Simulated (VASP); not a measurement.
Runs of VASP 6.6.1 on BaS. The structure is that of space group Fm-3m (No. 225), or close to it. The cells are those of the table. 

```csv
task,cell,gap on the mesh (eV),pressure (GPa)
single point,"a = 4.472 Å, angles 61.3°, 2 atoms",1.91,-1.9
electric field gradients,"a = 4.517 Å, angles 60.0°, 2 atoms",1.96,-1.8
electric field gradients,"a = 4.547 Å, angles 60.0°, 2 atoms",(b),-2.6
electric field gradients,"a = 4.605 Å, angles 60.0°, 2 atoms",2.05,(a)
electric field gradients,"a = 4.494, b = 4.494, c = 4.471 Å, angles 60.2, 60.2, 59.7°, 2 atoms",1.91,-0.9
single point,"a = 4.539 Å, angles 59.3°, 2 atoms",1.95,-1.8
single point,"a = 4.472, b = 4.472, c = 4.517 Å, angles 59.7, 59.7, 60.7°, 2 atoms",1.87,-0.9
electric field gradients,"a = 4.502 Å, angles 60.0°, 2 atoms",1.95,(c)
```

Alike in all rows: level LDA; potentials or basis VASP PAW LDA potentials, release 64 (Ba_sv, S); no spin polarisation; k mesh 7 × 7 × 7; cutoff (eV) 520; smearing fermi-dirac 0.01 eV.

Fill in the values left out.

(a) -4.0; (b) 2.00; (c) -1.4.

Caveats: spin-orbit coupling is left out, which moves the levels of the heavy elements.

A k mesh can miss the band edges, and the runs leave out spin-orbit coupling on Ba.
